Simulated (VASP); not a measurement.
Here is a VASP 6.6.1 calculation.

INCAR

```
PREC     = Accurate       # precision mode
ENCUT    = 910            # plane-wave cutoff, eV
EDIFF    = 1E-6           # SCF threshold, eV
ISMEAR   = -1             # smearing method
SIGMA    = 0.02           # smearing width, eV
LREAL    = False          # projectors in reciprocal space
LASPH    = True           # aspherical terms in the spheres
NELM     = 120            # most SCF steps
ALGO     = Normal         # electronic algorithm
ISIF     = 2              # what is computed and relaxed
LWAVE    = False          # write WAVECAR
LCHARG   = False          # write CHGCAR
GGA      = PE             # functional
NBANDS   = 28             # bands
GGA_COMPAT= False
```

File KPOINTS:

```
regular mesh
0
Gamma
  8 8 8
```

POSCAR

```
BaTiO3
1.0
    4.0060000000      0.0000000000      0.0000000000
    0.0000000000      4.0060000000      0.0000000000
    0.0000000000      0.0000000000      3.9258800000
Ba Ti O
1 1 3
Direct
    0.5000000000      0.5000000000      0.5000000000
    0.0000000000      0.0000000000      0.0000000000
    0.5000000000      0.0000000000      0.0000000000
    0.0000000000      0.5000000000      0.0000000000
    0.0000000000      0.0000000000      0.5000000000
```

Potentials or basis: VASP PAW PBE potentials, release 64 (Ba_sv, Ti_sv, O_h).

Launch:

```console
$ cat potpaw_PBE.64/Ba_sv/POTCAR potpaw_PBE.64/Ti_sv/POTCAR potpaw_PBE.64/O_h/POTCAR > POTCAR
$ mpirun -np 1 vasp_std > vasp.out
```

Problem. Estimate the band gap on the k mesh.

Solution. 1.74 eV (least direct gap 1.87 eV).

Problem. Predict the pressure.

Solution. 7.0 GPa.

Stress tensor (GPa, compression positive):
```
5.48 0.00 0.00
0.00 5.48 0.00
0.00 0.00 9.92
```

Caveat: the cell differs from its parent crystal (z stretched by -2 %, then relaxed in part); the cutoff is under 1.25 times the usual one of these potentials, so pressure, stress and relaxed cells hold a basis-set (Pulay) error; the cell stands under pressure; spin-orbit coupling is left out, which moves the levels of the heavy elements. A k mesh can miss the band edges.
